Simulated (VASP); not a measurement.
# SiW16 (a cell with a defect) in VASP: further runs

Runs on SiW16 (a cell with a defect). Level: PBE. Tasks: single point.

All numbers are computed with VASP 6.6.1; they aren't measurements. Logs are shortened: lines on timing, memory, paths and dates and some standing lists are left out, and cuts for length are marked.

**1. The cell of the first run**

The cell holds a defect, 17 atoms: a = 6.320 Å, b = 6.320 Å, c = 6.320 Å, α = 90.00°, β = 90.00°, γ = 90.00°.

**2. Single point, PBE**

Input file INCAR:

```
  ALGO = Normal
  EDIFF = 1E-6
  ENCUT = 520
  GGA = PE
  ISIF = 2
  ISMEAR = -1
  LASPH = True
  LCHARG = False
  LREAL = Auto
  LWAVE = False
  NBANDS = 128
  NELM = 80
  PREC = Accurate
  SIGMA = 0.05
```

Input file KPOINTS:

```
k-points
0
Gamma
  2 2 2
```

Input file POSCAR:

```
SiW16
1.0
    6.3200000000      0.0000000000      0.0000000000
    0.0000000000      6.3200000000      0.0000000000
    0.0000000000      0.0000000000      6.3200000000
W Si
16 1
Direct
    0.0530063291      0.1406803797     -0.0206803797
    0.4620886076      0.0615822785     -0.0318196203
   -0.0113924051      0.5690031646     -0.0334335443
    0.0216772152      0.0775791139      0.4361075949
    0.2528797468      0.3754430380      0.1978006329
    0.4786392405      0.5599841772     -0.0500791139
    0.4948417722      0.0934177215      0.4273417722
    0.7453639241      0.3368354430      0.1957753165
   -0.0074841772      0.5641139241      0.4727689873
    0.2304430380      0.8415664557      0.2073417722
    0.2472468354      0.3120411392      0.7014082278
    0.4533069620      0.5766455696      0.4564398734
    0.7669936709      0.8040031646      0.2304430380
    0.7437183544      0.2967088608      0.6771202532
    0.2375316456      0.8014873418      0.7279113924
    0.6809810127      0.7851582278      0.6432120253
    0.8400316456     -0.0934651899     -0.0981803797
```

Potentials or basis: VASP PAW PBE potentials, release 64 (W_sv, Si).

The run is started by

```console
> cat potpaw_PBE.64/W_sv/POTCAR potpaw_PBE.64/Si/POTCAR > POTCAR
> mpirun -np 1 vasp_std > vasp.out
```

OUTCAR:

```text
EDIFF = 1E-6
   ENCUT = 520
   GGA = PE
   ISIF = 2
   ISMEAR = -1
   LASPH = True
   LREAL = Auto
   NELM = 80
   PREC = Accurate

 ion  position               nearest neighbor table
   1  0.053  0.141  0.979-  17 2.06   5 2.39  11 2.40  10 2.63   2 2.63   8 2.68   3 2.74  14 2.91
                            15 2.91   4 2.92  13 3.21   4 3.46
   2  0.462  0.062  0.968-  10 2.52  17 2.62   1 2.63  15 2.65  11 2.68   5 2.79   8 2.88   7 2.92
                            14 2.96  13 3.02  16 3.03   6 3.15   6 3.17   7 3.43
   3  0.989  0.569  0.967-  17 2.37   5 2.53   8 2.57  15 2.63  13 2.64   1 2.74  10 2.76  11 2.85
                            14 2.95   6 3.10   9 3.12  16 3.13   9 3.20   6 3.23
   4  0.022  0.078  0.436-  10 2.46  11 2.65  13 2.70  14 2.71   5 2.82   8 2.84  15 2.88   1 2.92
                             7 2.99   9 3.09  16 3.12   9 3.26   7 3.33   1 3.46
   5  0.253  0.375  0.198-   1 2.39   6 2.42  12 2.43   3 2.53   9 2.67   7 2.76   2 2.79   4 2.82
                            10 2.95   8 3.12  11 3.16  11 3.21   8 3.22  10 3.38
   6  0.479  0.560  0.950-   5 2.42  15 2.57  11 2.66   8 2.69  16 2.72  10 2.88  14 2.92  13 2.97
                             3 3.10  12 3.12   2 3.15   2 3.17  17 3.18  12 3.21   3 3.23
   7  0.495  0.093  0.427-  14 2.57   8 2.65  16 2.65  10 2.69  11 2.71   5 2.76  13 2.80   2 2.92
                             4 2.99  12 3.07  15 3.11  12 3.28   4 3.33   2 3.43
   8  0.745  0.337  0.196-   3 2.57   7 2.65   1 2.68   6 2.69   9 2.75   4 2.84   2 2.88  12 2.90
                            13 2.96  14 3.05   5 3.12   5 3.22  14 3.29  13 3.38
   9  0.993  0.564  0.473-  13 2.58  16 2.64  14 2.65   5 2.67  11 2.69  15 2.69   8 2.75  10 2.85
                            12 2.92   4 3.09   3 3.12   3 3.20   4 3.26  12 3.41
  10  0.230  0.842  0.207-   4 2.46   2 2.52   1 2.63   7 2.69  12 2.70   3 2.76   9 2.85   6 2.88
                            13 2.94   5 2.95  15 3.04  17 3.16  15 3.30   5 3.38  13 3.40
  11  0.247  0.312  0.701-   1 2.40  12 2.62   4 2.65   6 2.66   2 2.68   9 2.69   7 2.71   3 2.85
                            15 3.10  14 3.14   5 3.16  14 3.19   5 3.21  15 3.23
  12  0.453  0.577  0.456-  16 2.28   5 2.43  15 2.61  11 2.62  10 2.70  13 2.83   8 2.90  14 2.91
                             9 2.92   7 3.07   6 3.12   6 3.21   7 3.28   9 3.41
  13  0.767  0.804  0.230-  17 2.22   9 2.58   3 2.64  16 2.67   4 2.70   7 2.80  12 2.83  10 2.94
                             8 2.96   6 2.97   2 3.02   1 3.21   8 3.38  10 3.40
  14  0.744  0.297  0.677-   7 2.57   9 2.65   4 2.71   1 2.91  12 2.91  17 2.91   6 2.92   3 2.95
                             2 2.96   8 3.05  16 3.12  11 3.14  11 3.19  16 3.26   8 3.29
  15  0.238  0.801  0.728-   6 2.57  12 2.61   3 2.63   2 2.65   9 2.69  17 2.82  16 2.86   4 2.88
                             1 2.91  10 3.04  11 3.10   7 3.11  11 3.23  10 3.30
  16  0.681  0.785  0.643-  17 2.07  12 2.28   9 2.64   7 2.65  13 2.67   6 2.72  15 2.86   2 3.03
                            14 3.12   4 3.12   3 3.13  14 3.26
  17  0.840  0.907  0.902-   1 2.06  16 2.07  13 2.22   3 2.37   2 2.62  15 2.82  14 2.91  10 3.16
                             6 3.18

  LATTYP: Found a simple cubic cell.
 ALAT       =     6.3200000000

  Lattice vectors:

 A1 = (   6.3200000000,   0.0000000000,   0.0000000000)
 A2 = (   0.0000000000,   6.3200000000,   0.0000000000)
 A3 = (   0.0000000000,   0.0000000000,   6.3200000000)

Analysis of symmetry for initial positions (statically):
=====================================================================
 Subroutine PRICEL returns:
 Original cell was already a primitive cell.

 Routine SETGRP: Setting up the symmetry group for a
 simple cubic supercell.

 Subroutine GETGRP returns: Found  1 space group operations
 (whereof  1 operations were pure point group operations)
 out of a pool of 48 trial point group operations.

The static configuration has the point symmetry C_1 .

Analysis of symmetry for dynamics (positions and initial velocities):
=====================================================================
 Subroutine PRICEL returns:
 Original cell was already a primitive cell.

 Routine SETGRP: Setting up the symmetry group for a
 simple cubic supercell.

 Subroutine GETGRP returns: Found  1 space group operations
 (whereof  1 operations were pure point group operations)
 out of a pool of 48 trial point group operations.

The dynamic configuration has the point symmetry C_1 .

 Subroutine INISYM returns: Found  1 space group operations
 (whereof  1 operations are pure point group operations),
 and found     1 'primitive' translations

----------------------------------------------------------------------------------------

                                     Primitive cell

  volume of cell :     252.4360
[... 60 lines left out ...]
     0.000000000  0.079113924  0.000000000     0.000000000  0.500000000  0.000000000
     0.000000000  0.000000000  0.079113924     0.000000000  0.000000000  0.500000000

  Length of vectors
     0.079113924  0.079113924  0.079113924

  Shift w.r.t. Gamma in fractional coordinates (k-lattice)
     0.000000000  0.000000000  0.000000000

 Subroutine IBZKPT returns following result:
 ===========================================

 Found      8 irreducible k-points:

 Following reciprocal coordinates:
            Coordinates               Weight
  0.000000  0.000000  0.000000      1.000000
  0.500000  0.000000  0.000000      1.000000
  0.000000  0.500000  0.000000      1.000000
  0.000000  0.000000  0.500000      1.000000
  0.500000  0.500000  0.000000      1.000000
  0.000000  0.500000  0.500000      1.000000
  0.500000  0.000000  0.500000      1.000000
  0.500000  0.500000  0.500000      1.000000
   k-points           NKPTS =      8   k-points in BZ     NKDIM =      8   number of bands    NBANDS=    128
   number of dos      NEDOS =    301   number of ions     NIONS =     17
   total plane-waves  NPLWV = 110592
   dimension x,y,z NGX =    48 NGY =   48 NGZ =   48
   dimension x,y,z NGXF=    96 NGYF=   96 NGZF=   96
   ions per type =              16   1
   NGX,Y,Z   is equivalent  to a cutoff of  12.63, 12.63, 12.63 a.u.
   NGXF,Y,Z  is equivalent  to a cutoff of  25.25, 25.25, 25.25 a.u.
 SYSTEM =  unknown system
   PREC   = accura    normal or accurate (medium, high low for compatibility)
   ISTART =      0    job   : 0-new  1-cont  2-samecut
   ICHARG =      2    charge: 1-file 2-atom 10-const
   ISPIN  =      1    spin polarized calculation?
   LNONCOLLINEAR =      F non collinear calculations
   LSORBIT =      F    spin-orbit coupling
   LASPH  =      T    aspherical Exc in radial PAW
   ENCUT  =  520.0 eV  38.22 Ry    6.18 a.u.  11.75 11.75 11.75*2*pi/ulx,y,z
   NELM   =     80;   NELMIN=  2; NELMDL= -5     # of ELM steps
   EDIFF  = 0.1E-05   stopping-criterion for ELM
   LREAL  =      T    real-space projection
   EDIFFG = 0.1E-04   stopping-criterion for IOM
   NSW    =      0    number of steps for IOM
   IBRION =     -1    ionic relax: 0-MD 1-quasi-New 2-CG
   NFREE  =      0    steps in history (QN), initial steepest desc. (CG)
   ISIF   =      2    stress and relaxation
   ISYM   =      2    0-nonsym 1-usesym 2-fastsym
   POTIM  = 0.5000    time-step for ionic-motion
   TEBEG  =    0.0;   TEEND  =   0.0 temperature during run
   PSTRESS=    0.0 pullay stress
   NELECT =     228.0000    total number of electrons
   NUPDOWN=      -1.0000    fix difference up-down
   EMIN   =  10.00;   EMAX   =-10.00  energy-range for DOS
   EFERMI =   0.00;   METHOD = LEGACY
   ISMEAR =    -1;   SIGMA  =   0.05  broadening in eV -4-tet -1-fermi 0-gaus
   EFERMI_NEDOS =   21; number of points for ismear=-14 and -15
   IALGO  =     38    algorithm
   IMIX   =      4    mixing-type and parameters
     AMIX     =   0.40;   BMIX     =  1.00
     AMIX_MAG =   1.60;   BMIX_MAG =  1.00
  volume/ion in A,a.u.               =      14.85       100.21
  Fermi-wavevector in a.u.,A,eV,Ry     =   1.582472  2.990438 34.071949  2.504218
  Thomas-Fermi vector in A             =   2.682390
   LORBIT       =      0    0 simple, 1 ext, 2 COOP (PROOUT), +10 PAW based schemes
   GGA     = PE    functional components
   LHFCALC =     F    Hartree Fock is set to
   AEXX    =    0.0000 exact exchange contribution
   IVDW    =     0    specifies the selected vdW correction
   LEPSILON=     F    determine dielectric tensor
   LRPA    =     F    only Hartree local field effects (RPA)
 non-spin polarized calculation
  energy-cutoff  :      520.00
  volume of cell :      252.44
 maximum number of plane-waves:      6859
 NGX is ok and might be reduce to    48
   NGX = 23   NGY = 23   NGZ = 23

 number of electron     228.0000000 magnetization

 Free energy of the ion-electron system (eV)
  ---------------------------------------------------
  ext. energy  EPLUGINS =         0.00000000
  ---------------------------------------------------
  free energy    TOTEN  =      -199.53382935 eV

  energy without entropy =     -199.48100642  energy(sigma->0) =     -199.50741789

 E-fermi :  12.1309     XC(G=0): -13.7895

 val. band max:       12.1155216371   @ k =   0.0000   0.0000   0.5000
 cond. band min:      12.1484429292   @ k =   0.0000   0.5000   0.0000
 fundamental gap:      0.0329212921
 Fermi energy:        12.1309009259

 k-point     1 :       0.0000    0.0000    0.0000
  band No.  band energies     occupation
      1     -61.9430      2.00000
      2     -61.8918      2.00000
      3     -61.8265      2.00000
      4     -61.7948      2.00000
      5     -61.7816      2.00000
      6     -61.7640      2.00000
[... 1021 lines left out ...]
    125      14.1980      0.00000
    126      14.2242      0.00000
 [bands above 126 left out]

------------------------ aborting loop because EDIFF is reached ----------------------------------------

  FORCE on cell =-STRESS in cart. coord.  units (eV):
  Direction    XX          YY          ZZ          XY          YZ          ZX
  --------------------------------------------------------------------------------------
  -------------------------------------------------------------------------------------
  Total       61.9079769     60.6575374     67.9327763     17.8557741      9.5868717     10.5299662
  in kB      392.9216505    384.9852781    431.1602462    113.3282103     60.8465925     66.8322872
  external PRESSURE =     403.0223916 kB  Pullay stress =       0.0000000 kB

 VOLUME and BASIS-vectors are now :
 -----------------------------------------------------------------------------
  energy-cutoff  :      520.00
  volume of cell :      252.44
      direct lattice vectors                 reciprocal lattice vectors
     6.320000000  0.000000000  0.000000000     0.158227848  0.000000000  0.000000000
     0.000000000  6.320000000  0.000000000     0.000000000  0.158227848  0.000000000
     0.000000000  0.000000000  6.320000000     0.000000000  0.000000000  0.158227848

 POSITION                                       TOTAL-FORCE (eV/Angst)
 -----------------------------------------------------------------------------------
      0.33500      0.88910      6.18930        -0.674991      0.904503      1.982622
      2.92040      0.38920      6.11890         4.906206      0.171993     -1.641086
      6.24800      3.59610      6.10870        -0.806078     -0.164586     -2.086302
      0.13700      0.49030      2.75620        -2.227193      0.139376      2.809059
      1.59820      2.37280      1.25010        -0.537201     -3.556859      2.975674
      3.02500      3.53910      6.00350         3.186249      2.005008     -0.694533
[... 9 lines left out ...]
      4.30380      4.96220      4.06510         0.567441      0.065404     -0.903224
      5.30900      5.72930      5.69950        -1.499336      0.420231     -0.343307
 -----------------------------------------------------------------------------------
    total drift:                                0.006782      0.000968      0.006930

  FREE ENERGIE OF THE ION-ELECTRON SYSTEM (eV)
  ---------------------------------------------------
  free  energy   TOTEN  =      -199.5338293508 eV

  energy  without entropy=     -199.4810064225  energy(sigma->0) =     -199.50741789
```

It took 16 min on 1 thread of Oxide Virtual Turin-like, shared host; peak memory 0.39 GiB.

Results:

```yaml
Free_energy: -199.5338 eV
Pressure: 40.3 GPa
Largest_force: 5.176 eV/Å
Band_gap_on_the_k_mesh: zero (bands 114 and 115 overlap by 0.64 eV)
```

Forces in eV/Å, atoms in the order of the input:
```
W   -0.675  0.905  1.983
W    4.906  0.172 -1.641
W   -0.806 -0.165 -2.086
W   -2.227  0.139  2.809
W   -0.537 -3.557  2.976
W    3.186  2.005 -0.695
W   -0.688 -0.887  0.903
W   -0.824 -1.046  0.738
W    0.039  0.099 -0.826
W    1.355 -2.245  0.397
W    1.080  1.760 -2.202
W    0.912 -2.069 -2.220
W   -2.669  1.397  0.753
W   -0.207  0.679  2.204
W   -1.913  2.326 -1.846
W    0.567  0.065 -0.903
Si  -1.499  0.420 -0.343
```

Caveat: the k points lie up to 0.50 Å⁻¹ apart, too coarse for converged energies and pressures of a metal; the atoms stand as in a frame of molecular dynamics; spin-orbit coupling is left out, which moves the levels of the heavy elements.

(Continued in part 2 of 2.)

The gap in the log of VASP goes by the Fermi energy; the results here count the filled bands.